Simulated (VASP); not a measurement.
Write the native input for VASP 6.6.1 that does the following.

| Quantity | Value |
| --- | --- |
| Task | single point |
| Functional | PBEsol |
| Potentials or basis | VASP PAW PBE potentials, release 64 (Ti_sv, Pt, F) |
| Cutoff | 600 eV |
| k mesh | 6 × 6 × 6 |
| Occupations | fermi-dirac, width 0.03 eV |
| Spin | no spin polarisation |
| Dipole correction | no |
| Further INCAR settings | ALGO = Normal; EDIFF = 1e-06; NBANDS = 42 |

The structure of TiPtF6 lies in POSCAR:

```
TiPtF6
1.0
    3.1849181742      1.8388133671      2.4809715596
   -3.1849181742      1.8388133671      2.4809715596
    0.0000000000     -3.6776267286      2.4809715637
Ti Pt F
1 1 6
Direct
    0.5000000000      0.5000000000      0.5000000000
    0.0000000000      0.0000000000      0.0000000000
    0.9240289700      0.3190366452      0.3190366452
    0.3190366452      0.9240289700      0.3190366452
    0.3190366452      0.3190366452      0.9240289700
    0.0759710300      0.6809633548      0.6809633548
    0.6809633548      0.0759710300      0.6809633548
    0.6809633548      0.6809633548      0.0759710300
```

One way to write it, as run:

INCAR

```
SYSTEM = TiPtF6
ALGO = Normal
EDIFF = 1E-6
ENCUT = 600
GGA = PS
GGA_COMPAT = .False.
ISIF = 2
ISMEAR = -1
LASPH = .True.
LCHARG = .False.
LREAL = .False.
LWAVE = .False.
NBANDS = 42
NELM = 120
PREC = Accurate
SIGMA = 0.03
```

KPOINTS

```
k-points
0
Gamma
  6 6 6
  0 0 0
```

Potentials or basis: VASP PAW PBE potentials, release 64 (Ti_sv, Pt, F).

Run with:

```sh
$ cat potpaw_PBE.64/Ti_sv/POTCAR potpaw_PBE.64/Pt/POTCAR potpaw_PBE.64/F/POTCAR > POTCAR
$ mpirun -np 1 vasp_std > vasp.out
```

It gave:

```yaml
Pressure: 0.2 GPa
Largest_force: 0.084 eV/Å
Band_gap_on_the_k_mesh: zero (bands 32 and 33 overlap by 0.58 eV)
```

Caveat: the PAW data sets were made with another functional, which shifts forces and pressure a little; spin-orbit coupling is left out, which moves the levels of the heavy elements; semilocal functionals often make such compounds metallic where correlation or magnetic order opens a gap, which also shifts bond lengths.

It took 5.8 min on 1 thread of Intel Xeon 8259CL (shared host), peak memory 0.28 GiB.
